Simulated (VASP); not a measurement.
# GaN (F-43m) in VASP: further runs

The runs below take GaN through single point, with PBE.

Program: VASP 6.6.1. These are calculated values, not measurements. Logs are shortened: lines on timing, memory, paths and dates and some standing lists are left out, and cuts for length are marked.

## 1. The cell of the first run

Symmetry: F-43m, No. 216, cubic system. Conventional cell: a = 4.408 Å, b = 4.408 Å, c = 4.408 Å, α = 90.00°, β = 90.00°, γ = 90.00°. Within 2.5 Å of Ga (site symmetry -43m) lie 4 N at 1.91 Å. Within 2.5 Å of N (site symmetry -43m) lie 4 Ga at 1.91 Å.

## 2. Single point, PBE

INCAR reads:

```
SYSTEM = GaN
  PREC = Accurate
  ENCUT = 520
  EDIFF = 1E-7
  ISMEAR = 0
  SIGMA = 0.02
  LREAL = .FALSE.
  LASPH = .TRUE.
  NELM = 80
  ALGO = Normal
  ISIF = 2
  LWAVE = .FALSE.
  LCHARG = .FALSE.
  GGA = PE
  NBANDS = 16
```

KPOINTS reads:

```
regular mesh
0
G
  10 10 10
  0 0 0
```

POSCAR reads:

```
GaN
1.0
    0.0000000000      2.2037644967      2.2037644967
    2.2037644967      0.0000000000      2.2037644967
    2.2037644967      2.2037644967      0.0000000000
Ga N
1 1
Direct
    0.0000000000      0.0000000000      0.0000000000
    0.7500000000      0.7500000000      0.7500000000
```

Potentials or basis: VASP PAW PBE potentials, release 64 (Ga_d, N).

Launch:

```
> cat potpaw_PBE.64/Ga_d/POTCAR potpaw_PBE.64/N/POTCAR > POTCAR
> mpirun -np 1 vasp_std > vasp.out
```

OUTCAR:

```text
SYSTEM = GaN
   PREC = Accurate
   ENCUT = 520
   EDIFF = 1E-7
   ISMEAR = 0
   LREAL = .FALSE.
   LASPH = .TRUE.
   NELM = 80
   ISIF = 2
   GGA = PE

 ion  position               nearest neighbor table
   1  0.000  0.000  0.000-   2 1.91   2 1.91   2 1.91   2 1.91
   2  0.750  0.750  0.750-   1 1.91   1 1.91   1 1.91   1 1.91

  LATTYP: Found a face centered cubic cell.
 ALAT       =     4.4075289934

  Lattice vectors:

 A1 = (   0.0000000000,   2.2037644967,   2.2037644967)
 A2 = (   2.2037644967,   0.0000000000,   2.2037644967)
 A3 = (   2.2037644967,   2.2037644967,   0.0000000000)

Analysis of symmetry for initial positions (statically):
=====================================================================
 Subroutine PRICEL returns:
 Original cell was already a primitive cell.

 Routine SETGRP: Setting up the symmetry group for a
 face centered cubic supercell.

 Subroutine GETGRP returns: Found 24 space group operations
 (whereof 24 operations were pure point group operations)
 out of a pool of 48 trial point group operations.

The static configuration has the point symmetry T_d .

Analysis of symmetry for dynamics (positions and initial velocities):
=====================================================================
 Subroutine PRICEL returns:
 Original cell was already a primitive cell.

 Routine SETGRP: Setting up the symmetry group for a
 face centered cubic supercell.

 Subroutine GETGRP returns: Found 24 space group operations
 (whereof 24 operations were pure point group operations)
 out of a pool of 48 trial point group operations.

The dynamic configuration has the point symmetry T_d .

 Subroutine INISYM returns: Found 24 space group operations
 (whereof 24 operations are pure point group operations),
 and found     1 'primitive' translations

----------------------------------------------------------------------------------------

                                     Primitive cell

  volume of cell :      21.4055

  direct lattice vectors                    reciprocal lattice vectors
     0.000000000  2.203764497  2.203764497    -0.226884497  0.226884497  0.226884497
     2.203764497  0.000000000  2.203764497     0.226884497 -0.226884497  0.226884497
     2.203764497  2.203764497  0.000000000     0.226884497  0.226884497 -0.226884497
[... 74 lines left out ...]
 SYSTEM =  GaN
   PREC   = accura    normal or accurate (medium, high low for compatibility)
   ISTART =      0    job   : 0-new  1-cont  2-samecut
   ICHARG =      2    charge: 1-file 2-atom 10-const
   ISPIN  =      1    spin polarized calculation?
   LNONCOLLINEAR =      F non collinear calculations
   LSORBIT =      F    spin-orbit coupling
   LASPH  =      T    aspherical Exc in radial PAW
   ENCUT  =  520.0 eV  38.22 Ry    6.18 a.u.   5.79  5.79  5.79*2*pi/ulx,y,z
   NELM   =     80;   NELMIN=  2; NELMDL= -5     # of ELM steps
   EDIFF  = 0.1E-06   stopping-criterion for ELM
   LREAL  =      F    real-space projection
   EDIFFG = 0.1E-05   stopping-criterion for IOM
   NSW    =      0    number of steps for IOM
   IBRION =     -1    ionic relax: 0-MD 1-quasi-New 2-CG
   NFREE  =      0    steps in history (QN), initial steepest desc. (CG)
   ISIF   =      2    stress and relaxation
   ISYM   =      2    0-nonsym 1-usesym 2-fastsym
   POTIM  = 0.5000    time-step for ionic-motion
   TEBEG  =    0.0;   TEEND  =   0.0 temperature during run
   PSTRESS=    0.0 pullay stress
   NELECT =      18.0000    total number of electrons
   NUPDOWN=      -1.0000    fix difference up-down
   EMIN   =  10.00;   EMAX   =-10.00  energy-range for DOS
   EFERMI =   0.00;   METHOD = LEGACY
   ISMEAR =     0;   SIGMA  =   0.02  broadening in eV -4-tet -1-fermi 0-gaus
   EFERMI_NEDOS =   21; number of points for ismear=-14 and -15
   IALGO  =     38    algorithm
   IMIX   =      4    mixing-type and parameters
     AMIX     =   0.40;   BMIX     =  1.00
     AMIX_MAG =   1.60;   BMIX_MAG =  1.00
  volume/ion in A,a.u.               =      10.70        72.23
  Fermi-wavevector in a.u.,A,eV,Ry     =   1.545221  2.920043 32.486721  2.387707
  Thomas-Fermi vector in A             =   2.650630
   LORBIT       =      0    0 simple, 1 ext, 2 COOP (PROOUT), +10 PAW based schemes
   GGA     = PE    functional components
   LHFCALC =     F    Hartree Fock is set to
   AEXX    =    0.0000 exact exchange contribution
   IVDW    =     0    specifies the selected vdW correction
   LEPSILON=     F    determine dielectric tensor
   LRPA    =     F    only Hartree local field effects (RPA)
 non-spin polarized calculation
 Gauss-broadening in eV      SIGMA  =   0.02
  energy-cutoff  :      520.00
  volume of cell :       21.41
 maximum number of plane-waves:       589
   NGX = 11   NGY = 11   NGZ = 11

 number of electron      18.0000005 magnetization

 Free energy of the ion-electron system (eV)
  ---------------------------------------------------
  ext. energy  EPLUGINS =         0.00000000
  ---------------------------------------------------
  free energy    TOTEN  =       -12.03059411 eV

  energy without entropy =      -12.03059411  energy(sigma->0) =      -12.03059411

 E-fermi :   6.2588     XC(G=0): -12.0298

 val. band max:        6.0377168315   @ k =   0.0000   0.0000   0.0000
 cond. band min:       8.1950243923   @ k =   0.0000   0.0000   0.0000
 fundamental gap:      2.1573075609
 Fermi energy:         6.2587689738

 k-point     1 :       0.0000    0.0000    0.0000
  band No.  band energies     occupation
      1     -10.4931      2.00000
      2      -7.4789      2.00000
      3      -7.4789      2.00000
      4      -7.4789      2.00000
      5      -7.0849      2.00000
      6      -7.0849      2.00000
[... 433 lines left out ...]
      3      -7.2067      2.00000
      4      -7.2051      2.00000
      5      -7.0122      2.00000
      6      -6.2415      2.00000
[... 8 lines left out ...]
     15      29.2024      0.00000
     16      29.4639      0.00000

 [... further k-points ...]
[... 5 lines left out ...]
  --------------------------------------------------------------------------------------
  -------------------------------------------------------------------------------------
  Total        2.6617817      2.6617817      2.6617817      0.0000000      0.0000000     -0.0000000
  in kB      199.2312557    199.2312557    199.2312557      0.0000000      0.0000000     -0.0000000
  external PRESSURE =     199.2312557 kB  Pullay stress =       0.0000000 kB

 VOLUME and BASIS-vectors are now :
 -----------------------------------------------------------------------------
  energy-cutoff  :      520.00
  volume of cell :       21.41
      direct lattice vectors                 reciprocal lattice vectors
     0.000000000  2.203764497  2.203764497    -0.226884497  0.226884497  0.226884497
     2.203764497  0.000000000  2.203764497     0.226884497 -0.226884497  0.226884497
     2.203764497  2.203764497  0.000000000     0.226884497  0.226884497 -0.226884497

 POSITION                                       TOTAL-FORCE (eV/Angst)
 -----------------------------------------------------------------------------------
      0.00000      0.00000      0.00000         0.000000      0.000000      0.000000
      3.30565      3.30565      3.30565        -0.000000     -0.000000     -0.000000
 -----------------------------------------------------------------------------------
    total drift:                               -0.000002     -0.000002     -0.000001

  FREE ENERGIE OF THE ION-ELECTRON SYSTEM (eV)
  ---------------------------------------------------
  free  energy   TOTEN  =       -12.0305941128 eV

  energy  without entropy=      -12.0305941128  energy(sigma->0) =      -12.03059411
```

Run time: 34 s. Hardware: 1 thread of Intel Xeon 8259CL, shared host; peak memory 0.15 GiB.

What came out:

| Property | Result |
| --- | --- |
| Free energy | -12.0306 eV |
| Pressure | 19.9 GPa |
| Band gap on the k mesh | 2.16 eV, direct |

As with any semilocal functional, this PBE gap is likely too small.

## 3. Single point, PBE

This run uses another cell than the first one, of 11.17 Å³/atom, 1.043 times its volume.

INCAR reads:

```
SYSTEM = GaN
PREC = Accurate
ENCUT = 520
EDIFF = 1E-6
ISMEAR = 0
SIGMA = 0.02
LREAL = .FALSE.
LASPH = .TRUE.
NELM = 80
ALGO = Normal
ISIF = 2
LWAVE = .FALSE.
LCHARG = .FALSE.
GGA = PE
NBANDS = 16
```

KPOINTS is that of step 2.

POSCAR reads:

```
GaN
1.0
    0.0000000000      2.2350603703      2.2350603703
    2.2350603703      0.0000000000      2.2350603703
    2.2350603703      2.2350603703      0.0000000000
Ga N
1 1
Direct
    0.0000000000      0.0000000000      0.0000000000
    0.7500000000      0.7500000000      0.7500000000
```

Potentials or basis: VASP PAW PBE potentials, release 64 (Ga_d, N).

Launch:

```
> cat potpaw_PBE.64/Ga_d/POTCAR potpaw_PBE.64/N/POTCAR > POTCAR
> mpirun -np 1 vasp_std > vasp.out
```

Wall time 33 s (1 thread of Intel Xeon 8259CL, shared host); peak memory 0.14 GiB.

Results (log left out):

| Quantity | Value |
| --- | --- |
| Free energy | -12.1167 eV |
| Pressure | 10.1 GPa |
| Band gap on the k mesh | 1.88 eV, direct |

Levels at points of the mesh, in eV from the valence-band top:
| k point | band 5 | band 6 | band 7 | band 8 | band 9 | band 10 | band 11 | band 12 | band 13 | band 14 |
| --- | --- | --- | --- | --- | --- | --- | --- | --- | --- | --- |
| (0.00, 0.00, 0.00) | -13.12 | -13.12 | 0.00 | 0.00 | 0.00 | 1.88 | 10.46 | 10.46 | 10.46 | 17.94 |
| (0.50, 0.00, 0.00) | -13.07 | -11.87 | -7.20 | -1.00 | -1.00 | 4.81 | 8.85 | 10.50 | 10.50 | 15.84 |
| (0.50, 0.50, 0.00) | -13.04 | -11.46 | -6.22 | -2.79 | -2.79 | 3.36 | 6.81 | 11.88 | 14.23 | 14.23 |

PBE gaps usually lie below the measured ones, often by a third to a half.
